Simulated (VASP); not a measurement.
# AsIr2 (P6_3/mmc) in VASP: notebook, part 2 of 2

VASP 6.6.1.

## (5) Relaxation of cell and atoms, PBE

Input file INCAR:

```
ALGO = Normal
EDIFF = 1E-6
EDIFFG = -0.04
ENCUT = 600
GGA = PE
IBRION = 2
ISIF = 3
ISMEAR = 0
LASPH = T
LCHARG = F
LREAL = F
LWAVE = F
NELM = 60
NSW = 90
PREC = Accurate
SIGMA = 0.1
```

Input file KPOINTS:

```
k-points
0
Gamma
  6 6 2
```

Input file POSCAR:

```
AsIr2
1.0
    2.9837757529      0.0000000000      0.0000000000
   -1.4918878765      2.5840256012      0.0000000000
    0.0000000000      0.0000000000     11.6056641236
As Ir
2 4
Direct
    0.3333333333      0.6666666667      0.2500000000
    0.6666666667      0.3333333333      0.7500000000
    0.3333333333      0.6666666667      0.6275000000
    0.6666666667      0.3333333333      0.1275000000
    0.3333333333      0.6666666667      0.8725000000
    0.6666666667      0.3333333333      0.3725000000
```

Potentials or basis: VASP PAW PBE potentials, release 64 (As, Ir).

Command:

```console
cat potpaw_PBE.64/As/POTCAR potpaw_PBE.64/Ir/POTCAR > POTCAR
mpirun -np 1 vasp_std > vasp.out
```

OUTCAR:

```text
EDIFF = 1E-6
   EDIFFG = -0.04
   ENCUT = 600
   GGA = PE
   IBRION = 2
   ISIF = 3
   ISMEAR = 0
   LASPH = T
   LREAL = F
   NELM = 60
   NSW = 90
   PREC = Accurate

 ion  position               nearest neighbor table
   1  0.333  0.667  0.250-   4 2.23   6 2.23   4 2.23   6 2.23   4 2.23   6 2.23
   2  0.667  0.333  0.750-   3 2.23   5 2.23   3 2.23   5 2.23   3 2.23   5 2.23
   3  0.333  0.667  0.627-   2 2.23   2 2.23   2 2.23   5 2.84
   4  0.667  0.333  0.127-   1 2.23   1 2.23   1 2.23   6 2.84
   5  0.333  0.667  0.873-   2 2.23   2 2.23   2 2.23   3 2.84
   6  0.667  0.333  0.373-   1 2.23   1 2.23   1 2.23   4 2.84

  LATTYP: Found a hexagonal cell.
 ALAT       =     2.9837757529
 C/A-ratio  =     3.8895899306

  Lattice vectors:

 A1 = (   2.9837757529,   0.0000000000,   0.0000000000)
 A2 = (  -1.4918878765,   2.5840256012,   0.0000000000)
 A3 = (   0.0000000000,   0.0000000000,  11.6056641236)

Analysis of symmetry for initial positions (statically):
=====================================================================
 Subroutine PRICEL returns:
 Original cell was already a primitive cell.

 Routine SETGRP: Setting up the symmetry group for a
 hexagonal supercell.

 Subroutine GETGRP returns: Found 24 space group operations
 (whereof 12 operations were pure point group operations)
 out of a pool of 24 trial point group operations.

The static configuration has the point symmetry D_3d.
 The point group associated with its full space group is D_6h.

Analysis of symmetry for dynamics (positions and initial velocities):
=====================================================================
 Subroutine PRICEL returns:
 Original cell was already a primitive cell.

 Routine SETGRP: Setting up the symmetry group for a
 hexagonal supercell.

 Subroutine GETGRP returns: Found 24 space group operations
 (whereof 12 operations were pure point group operations)
 out of a pool of 24 trial point group operations.

The dynamic configuration has the point symmetry D_3d.
 The point group associated with its full space group is D_6h.

 Subroutine INISYM returns: Found 24 space group operations
 (whereof 12 operations are pure point group operations),
 and found     1 'primitive' translations

----------------------------------------------------------------------------------------

                                     Primitive cell

  volume of cell :      89.4814

  direct lattice vectors                    reciprocal lattice vectors
     2.983775753  0.000000000  0.000000000     0.335145830  0.193496535  0.000000000
    -1.491887877  2.584025601  0.000000000     0.000000000  0.386993070  0.000000000
     0.000000000  0.000000000 11.605664124     0.000000000  0.000000000  0.086164823

  length of vectors
     2.983775753  2.983775753 11.605664124     0.386993070  0.386993070  0.086164823

  position of ions in fractional coordinates (direct lattice)
     0.333333333  0.666666667  0.250000000
     0.666666667  0.333333333  0.750000000
     0.333333333  0.666666667  0.627500000
     0.666666667  0.333333333  0.127500000
     0.333333333  0.666666667  0.872500000
     0.666666667  0.333333333  0.372500000

  ion indices of the primitive-cell ions
   primitive index   ion index
                 1           1
[... 34 lines left out ...]
  0.000000  0.000000  0.000000      1.000000
  0.166667  0.000000  0.000000      6.000000
  0.333333 -0.000000  0.000000      6.000000
  0.500000  0.000000  0.000000      3.000000
  0.166667  0.166667  0.000000      6.000000
  0.333333  0.166667  0.000000     12.000000
  0.333333  0.333333  0.000000      2.000000
  0.000000  0.000000  0.500000      1.000000
  0.166667  0.000000  0.500000      6.000000
  0.333333 -0.000000  0.500000      6.000000
  0.500000  0.000000  0.500000      3.000000
  0.166667  0.166667  0.500000      6.000000
  0.333333  0.166667  0.500000     12.000000
  0.333333  0.333333  0.500000      2.000000
   k-points           NKPTS =     14   k-points in BZ     NKDIM =     14   number of bands    NBANDS=     27
   number of dos      NEDOS =    301   number of ions     NIONS =      6
   total plane-waves  NPLWV =  55296
   dimension x,y,z NGX =    24 NGY =   24 NGZ =   96
   dimension x,y,z NGXF=    48 NGYF=   48 NGZF=  192
   ions per type =               2   4
   NGX,Y,Z   is equivalent  to a cutoff of  13.37, 13.37, 13.75 a.u.
   NGXF,Y,Z  is equivalent  to a cutoff of  26.74, 26.74, 27.50 a.u.
 SYSTEM =  unknown system
   PREC   = accura    normal or accurate (medium, high low for compatibility)
   ISTART =      0    job   : 0-new  1-cont  2-samecut
   ICHARG =      2    charge: 1-file 2-atom 10-const
   ISPIN  =      1    spin polarized calculation?
   LNONCOLLINEAR =      F non collinear calculations
   LSORBIT =      F    spin-orbit coupling
   LASPH  =      T    aspherical Exc in radial PAW
   ENCUT  =  600.0 eV  44.10 Ry    6.64 a.u.   5.96  5.96 23.18*2*pi/ulx,y,z
   NELM   =     60;   NELMIN=  2; NELMDL= -5     # of ELM steps
   EDIFF  = 0.1E-05   stopping-criterion for ELM
   LREAL  =      F    real-space projection
   EDIFFG = -.4E-01   stopping-criterion for IOM
   NSW    =     90    number of steps for IOM
   IBRION =      2    ionic relax: 0-MD 1-quasi-New 2-CG
   NFREE  =      1    steps in history (QN), initial steepest desc. (CG)
   ISIF   =      3    stress and relaxation
   ISYM   =      2    0-nonsym 1-usesym 2-fastsym
   POTIM  = 0.5000    time-step for ionic-motion
   TEBEG  =    0.0;   TEEND  =   0.0 temperature during run
   PSTRESS=    0.0 pullay stress
   NELECT =      46.0000    total number of electrons
   NUPDOWN=      -1.0000    fix difference up-down
   EMIN   =  10.00;   EMAX   =-10.00  energy-range for DOS
   EFERMI =   0.00;   METHOD = LEGACY
   ISMEAR =     0;   SIGMA  =   0.10  broadening in eV -4-tet -1-fermi 0-gaus
   EFERMI_NEDOS =   21; number of points for ismear=-14 and -15
   IALGO  =     38    algorithm
   IMIX   =      4    mixing-type and parameters
     AMIX     =   0.40;   BMIX     =  1.00
     AMIX_MAG =   1.60;   BMIX_MAG =  1.00
  volume/ion in A,a.u.               =      14.91       100.64
  Fermi-wavevector in a.u.,A,eV,Ry     =   1.311444  2.478270 23.400464  1.719886
  Thomas-Fermi vector in A             =   2.441905
   LORBIT       =      0    0 simple, 1 ext, 2 COOP (PROOUT), +10 PAW based schemes
   GGA     = PE    functional components
   LHFCALC =     F    Hartree Fock is set to
   AEXX    =    0.0000 exact exchange contribution
   IVDW    =     0    specifies the selected vdW correction
   LEPSILON=     F    determine dielectric tensor
   LRPA    =     F    only Hartree local field effects (RPA)
 conjugate gradient relaxation of ions
 non-spin polarized calculation
 Gauss-broadening in eV      SIGMA  =   0.10
  energy-cutoff  :      600.00
  volume of cell :       89.48
 maximum number of plane-waves:      3030
 NGX is ok and might be reduce to    24
   NGX = 11   NGY = 11   NGZ = 47

--------------------------------------- Ionic step        1  -------------------------------------------

 number of electron      45.9999997 magnetization

 Free energy of the ion-electron system (eV)
  ---------------------------------------------------
  ext. energy  EPLUGINS =         0.00000000
  ---------------------------------------------------
  free energy    TOTEN  =       -37.02475855 eV

  energy without entropy =      -36.99262278  energy(sigma->0) =      -37.00869067

------------------------ aborting loop because EDIFF is reached ----------------------------------------

  FORCE on cell =-STRESS in cart. coord.  units (eV):
  Direction    XX          YY          ZZ          XY          YZ          ZX
  --------------------------------------------------------------------------------------
  -------------------------------------------------------------------------------------
  Total       34.6253274     34.6253274     33.6431664     -0.0000000      0.0000000      0.0000000
  in kB      619.9711510    619.9711510    602.3854250     -0.0000000      0.0000000      0.0000000
  external PRESSURE =     614.1092423 kB  Pullay stress =       0.0000000 kB
[... 955 lines left out ...]
  FREE ENERGIE OF THE ION-ELECTRON SYSTEM (eV)
  ---------------------------------------------------
  free  energy   TOTEN  =       -34.9976944090 eV

  energy  without entropy=      -34.9595687947  energy(sigma->0) =      -34.97863160

[... ionic steps 4 to 15 ...]

--------------------------------------- Ionic step       16  -------------------------------------------

 number of electron      46.0000005 magnetization

------------------------ aborting loop because EDIFF is reached ----------------------------------------
[... 75 lines left out ...]
--------------------------------------- Ionic step       18  -------------------------------------------

 number of electron      46.0000005 magnetization

 Free energy of the ion-electron system (eV)
  ---------------------------------------------------
  ext. energy  EPLUGINS =         0.00000000
  ---------------------------------------------------
  free energy    TOTEN  =       -43.17600322 eV

  energy without entropy =      -43.16246637  energy(sigma->0) =      -43.16923480

 E-fermi :   9.0231     XC(G=0): -12.9122

 val. band max:        8.9992882998   @ k =   0.3333  -0.0000   0.0000
 cond. band min:       9.0416702694   @ k =   0.5000   0.0000   0.5000
 fundamental gap:      0.0423819696
 Fermi energy:         9.0230503091
[... 451 lines left out ...]
  FREE ENERGIE OF THE ION-ELECTRON SYSTEM (eV)
  ---------------------------------------------------
  free  energy   TOTEN  =       -43.1760032236 eV

  energy  without entropy=      -43.1624663666  energy(sigma->0) =      -43.16923480

 reached required accuracy - stopping structural energy minimisation
```

It took 4.6 min on 1 thread of Intel Xeon 6975P-C (Granite Rapids), shared host; peak memory 0.24 GiB.

Results:

```
Free energy                           : -43.1760 eV
Relaxed volume                        : 15.23 Å³/atom
Relaxed cell                          : a = 2.935 Å, b = 2.935 Å, c = 12.254 Å, α = 90.00°, β = 90.00°, γ = 120.00°
Space group after relaxing (to 0.1 Å) : P6_3/mmc (No. 194)
Pressure after relaxing               : -0.1 GPa
Largest force after relaxing          : 0.012 eV/Å
Band gap on the k mesh                : zero (bands 23 and 24 overlap by 1.62 eV)
```

Forces in eV/Å, atoms in the order of the input:
```
As   0.000  0.000  0.000
As   0.000  0.000  0.000
Ir   0.000  0.000 -0.012
Ir   0.000  0.000 -0.012
Ir   0.000  0.000  0.012
Ir   0.000  0.000  0.012
```

Stress tensor (GPa, compression positive):
```
-0.03  0.00  0.00
 0.00 -0.03  0.00
 0.00  0.00 -0.28
```

Final structure:
```
CELL_PARAMETERS angstrom
2.93475 0.00000 0.00000
-1.46737 2.54157 0.00000
0.00000 0.00000 12.25390
ATOMIC_POSITIONS crystal
As 0.33333 0.66667 0.25000
As 0.66667 0.33333 0.75000
Ir 0.33333 0.66667 0.59382
Ir 0.66667 0.33333 0.09382
Ir 0.33333 0.66667 0.90618
Ir 0.66667 0.33333 0.40618
```

Caveat: the k points lie up to 0.41 Å⁻¹ apart in the final cell, too coarse for converged energies and pressures of a metal; spin-orbit coupling is left out, which moves the levels of the heavy elements.

## (6) Relaxation of cell and atoms, PBE

This run uses another cell than the first one, of 15.18 Å³/atom.

Input file INCAR:

```
SYSTEM = AsIr2
ALGO = Fast ; EDIFF = 1E-6
EDIFFG = -0.01 ; ENCUT = 600
GGA = PE ; IBRION = 2
ISIF = 3 ; ISMEAR = 0
LASPH = .True. ; LCHARG = .False.
LREAL = .False. ; LWAVE = .False.
NELM = 80 ; NSW = 100
PREC = Accurate ; SIGMA = 0.1
```

Input file KPOINTS:

```
k-points
0
Gamma
  12 12 4
  0 0 0
```

Input file POSCAR:

```
AsIr2
1.0
    2.9316105953      0.0000000000      0.0000000000
   -1.4658052976      2.5388492495      0.0000000000
    0.0000000000      0.0000000000     12.2378171272
As Ir
2 4
Direct
    0.3333333333      0.6666666667      0.2500000000
    0.6666666667      0.3333333333      0.7500000000
    0.3333333333      0.6666666667      0.5938800526
    0.6666666667      0.3333333333      0.0938800526
    0.3333333333      0.6666666667      0.9061199474
    0.6666666667      0.3333333333      0.4061199474
```

Potentials or basis: VASP PAW PBE potentials, release 64 (As, Ir).

Command:

```console
cat potpaw_PBE.64/As/POTCAR potpaw_PBE.64/Ir/POTCAR > POTCAR
mpirun -np 1 vasp_std > vasp.out
```

Wall time 11 min (1 thread of Intel Xeon 6975P-C (Granite Rapids), shared host); peak memory 0.36 GiB.

Results (log left out):

```yaml
Free_energy: -43.0251 eV
Relaxed_volume: 15.17 Å³/atom
Relaxed_cell: a = 2.886 Å, b = 2.886 Å, c = 12.619 Å, α = 90.00°, β = 90.00°, γ = 120.00°
Space_group_after_relaxing_to_0.1_Å: P6_3/mmc (No. 194)
Energy_gained_by_relaxing: 7.9 meV/atom
Ionic_steps: 12
Pressure_after_relaxing: 0.0 GPa
Largest_force_after_relaxing: 0.006 eV/Å
Band_gap_on_the_k_mesh: zero (bands 23 and 24 overlap by 1.30 eV)
```

Forces on the atoms (eV/Å):
```
As   0.000  0.000  0.000
As   0.000  0.000  0.000
Ir   0.000  0.000 -0.006
Ir   0.000  0.000 -0.006
Ir   0.000  0.000  0.006
Ir   0.000  0.000  0.006
```

Stress tensor (GPa, compression positive):
```
-0.01  0.00  0.00
 0.00 -0.01  0.00
 0.00  0.00 -0.09
```

Step by step:
```
step  energy change (eV)  largest force (eV/Å)  pressure (GPa)  volume (Å³)
   1              0.0000                0.2649            1.42        91.09
   2             -0.0087                0.1247           -3.60        92.86
   3             -0.0140                0.1741           -1.75        92.18
   4             -0.0328                0.0989           -1.05        91.69
   5             -0.0454                0.0502            0.19        91.02
   6             -0.0463                0.0354            0.73        90.76
   7             -0.0463                0.0402            0.61        90.81
   8             -0.0463                0.0133           -0.67        91.27
   9             -0.0470                0.0282           -0.02        91.04
  10             -0.0470                0.0235           -0.05        91.05
  11             -0.0470                0.0283           -0.05        91.05
  12             -0.0471                0.0062           -0.04        91.05
```

Final structure:
```
As Ir
1.0
     2.88638    0.00000    0.00000
    -1.44319    2.49968    0.00000
     0.00000    0.00000   12.61912
As Ir
2 4
Direct
  0.33333 0.66667 0.25000
  0.66667 0.33333 0.75000
  0.33333 0.66667 0.59025
  0.66667 0.33333 0.09025
  0.33333 0.66667 0.90975
  0.66667 0.33333 0.40975
```

Levels at points of the mesh, in eV from the Fermi level:
```csv
k point,band 19,band 20,band 21,band 22,band 23,band 24,band 25,band 26,band 27
"(0.00, 0.00, 0.00)",-1.76,-1.76,-1.47,-1.47,-0.62,-0.62,-0.40,-0.40,3.24
"(0.50, 0.00, 0.00)",-0.86,0.03,0.44,0.48,0.68,0.69,1.07,1.63,2.51
"(0.00, 0.00, 0.50)",-1.62,-1.62,-1.62,-1.62,-0.50,-0.50,-0.50,-0.50,4.68
"(0.50, 0.00, 0.50)",-0.40,-0.40,0.47,0.47,0.68,0.68,1.16,1.16,3.11
```

Caveat: spin-orbit coupling is left out, which moves the levels of the heavy elements.

## (7) The runs side by side

| task | cell | k mesh | cutoff (eV) | gap on the mesh (eV) | pressure (GPa) | relaxed volume (Å³/atom) | largest force (eV/Å) |
| --- | --- | --- | --- | --- | --- | --- | --- |
| single point | a = 2.984, b = 2.984, c = 11.606 Å, angles 90.0, 90.0, 120.0°, 6 atoms, atomic positions A | 6 × 6 × 2 | 520 | none | 61.4 | - | 8.50 |
| single point | a = 2.932, b = 2.932, c = 12.238 Å, angles 90.0, 90.0, 120.0°, 6 atoms, atomic positions B | 6 × 6 × 2 | 520 | none | 0.7 | - | 0.03 |
| single point | a = 2.883, b = 2.883, c = 12.607 Å, angles 90.0, 90.0, 120.0°, 6 atoms, atomic positions C | 12 × 12 × 4 | 520 | none | 0.7 | - | 0.01 |
| relaxation of cell and atoms | relaxed from a = 2.984, b = 2.984, c = 11.606 Å, angles 90.0, 90.0, 120.0°, 6 atoms, atomic positions A | 6 × 6 × 2 | 600 | none | -0.1 | 15.23 | 0.01 |
| relaxation of cell and atoms | relaxed from a = 2.932, b = 2.932, c = 12.238 Å, angles 90.0, 90.0, 120.0°, 6 atoms, atomic positions B | 12 × 12 × 4 | 600 | none | 0.0 | 15.17 | 0.01 |

Alike in all rows: level PBE; potentials or basis VASP PAW PBE potentials, release 64 (As, Ir); no spin polarisation; smearing gaussian 0.1 eV.

Caveats: some runs use coarse meshes; spin-orbit coupling is left out, which moves the levels of the heavy elements; forces of over 1 eV/Å act on the atoms, so gaps and moduli don't describe the material at rest (at least some runs).

Absolute energies hang on the potentials; compare differences alone.
